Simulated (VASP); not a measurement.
Set up this calculation in VASP 6.6.1, as the native input.

- Task: relaxation of cell and atoms
- Functional: PBEsol
- Dispersion: D4
- Potentials or basis: VASP PAW PBE potentials, release 64 (Sb)
- Cutoff: 500 eV
- k mesh: 16 × 16 × 16
- Occupations: gaussian, width 0.1 eV
- Spin: no spin polarisation
- Dipole correction: no
- Further INCAR settings: ALGO = Normal; EDIFF = 1e-07; IBRION = 2; EDIFFG = -0.01; NSW = 80; ISIF = 3

The structure of Sb lies in POSCAR:

```
Sb
1.0
    0.0000000000      2.3579839808      2.3579839808
    2.3579839808      0.0000000000      2.3579839808
    2.3579839808      2.3579839808      0.0000000000
Sb
1
Direct
    0.0000000000      0.0000000000      0.0000000000
```

This isn't the form of Sb at room conditions, which is rhombohedral.

These files were run (other wordings do the same):

INCAR

```
SYSTEM = Sb
PREC = Accurate
ENCUT = 500
EDIFF = 1E-7
ISMEAR = 0
SIGMA = 0.1
LREAL = .False.
LASPH = .True.
NELM = 120
ALGO = Normal
ISIF = 3
LWAVE = .False.
LCHARG = .False.
GGA = PS
IVDW = 13
IBRION = 2
NSW = 80
EDIFFG = -0.01
GGA_COMPAT = .False.
NELMIN = 4
```

KPOINTS

```
Automatic mesh
0
Gamma
  16 16 16
  0 0 0
```

Potentials or basis: VASP PAW PBE potentials, release 64 (Sb).

Command:

```console
$ cat potpaw_PBE.64/Sb/POTCAR > POTCAR
$ mpirun -np 1 vasp_std > vasp.out
```

Results of the run:

* Relaxed volume: 25.41 Å³/atom
* Relaxed cell: a = 3.300 Å, b = 3.300 Å, c = 3.300 Å, α = 60.00°, β = 60.00°, γ = 60.00°
* Space group after relaxing (to 0.1 Å): Fm-3m (No. 225)
* Energy gained by relaxing: 5.5 meV/atom
* Ionic steps: 3
* Pressure after relaxing: 0.0 GPa
* Band gap on the k mesh: zero (an odd number of electrons rules out a gap without spin polarisation)
* Dispersion energy per atom: -0.345 eV

Caveat: the PAW data sets were made with another functional, which shifts forces and pressure a little; spin-orbit coupling is left out, which moves the levels of the heavy elements.

It took 60 s on 1 thread of AMD EPYC 7R13, on a shared host, peak memory 0.13 GiB.
